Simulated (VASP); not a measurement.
Here is a VASP 6.6.1 calculation.

Contents of INCAR:

```
PREC = Accurate
ENCUT = 520
EDIFF = 1E-7
ISMEAR = 0
SIGMA = 0.1
LREAL = False
LASPH = True
NELM = 60
ALGO = Normal
ISIF = 2
LWAVE = False
LCHARG = False
GGA = PE
NBANDS = 28
```

File KPOINTS:

```
Automatic mesh
0
Gamma
  18 18 4
```

POSCAR

```
Li3Ta2O
1.0
    2.8227305931      0.0000000000      0.0000000000
   -1.4113652966      2.4445564016      0.0000000000
    0.0000000000      0.0000000000     13.1641795577
Li Ta O
3 2 1
Direct
    0.0000000000      0.0000000000      0.5000000000
    0.3333333333      0.6666666667      0.0671440000
    0.6666666667      0.3333333333      0.9328560000
    0.3333333333      0.6666666667      0.6988211422
    0.6666666667      0.3333333333      0.3011788578
    0.0000000000      0.0000000000      0.0000000000
```

Potentials or basis: VASP PAW PBE potentials, release 64 (Li_sv, Ta_pv, O).

Run with:

```bash
$ cat potpaw_PBE.64/Li_sv/POTCAR potpaw_PBE.64/Ta_pv/POTCAR potpaw_PBE.64/O/POTCAR > POTCAR
$ mpirun -np 1 vasp_std > vasp.out
```

(1) Estimate the largest force.

(2) Estimate the band gap on the k mesh.

Answers

(1) 0.049 eV/Å.

(2) zero (an odd number of electrons rules out a gap without spin polarisation).

Caveat: spin-orbit coupling is left out, which moves the levels of the heavy elements; an odd number of electrons without spin polarisation forces a metal; a magnetic or distorted state may lie lower.
